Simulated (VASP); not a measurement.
Hf, 1 atom in the cell. The structure is cubic, space group Pm-3m (No. 221). The conventional cell has a = 2.874 Å, b = 2.874 Å, c = 2.874 Å, α = 90.00°, β = 90.00°, γ = 90.00°. Hf (site symmetry m-3m) has 6 Hf at 2.87 Å within 3.8 Å. 

```yaml
Program: VASP 6.6.1
Task: single point
Functional: PBE
Potentials_or_basis: VASP PAW PBE potentials, release 64 (Hf_pv)
Cutoff: 520 eV
k_mesh: 9 × 9 × 9
Occupations: fermi-dirac, width 0.05 eV
Spin: no spin polarisation
Dipole_correction: no
Further_INCAR_settings: ALGO = Fast; EDIFF = 1e-06; NBANDS = 11
```

Potentials or basis: VASP PAW PBE potentials, release 64 (Hf_pv).

Command:

```bash
$ cat potpaw_PBE.64/Hf_pv/POTCAR > POTCAR
$ mpirun -np 1 vasp_std > vasp.out
```

Hardware: 1 thread of Intel(R) Xeon(R) Platinum 8488C (Sapphire Rapids) (shared host).

How long does it take, and how much memory?

Run time: 6.6 s on 1 thread of Intel(R) Xeon(R) Platinum 8488C (Sapphire Rapids), with other jobs on the host, peak memory 0.14 GiB. Counts: scf iterations 13, k points 35.
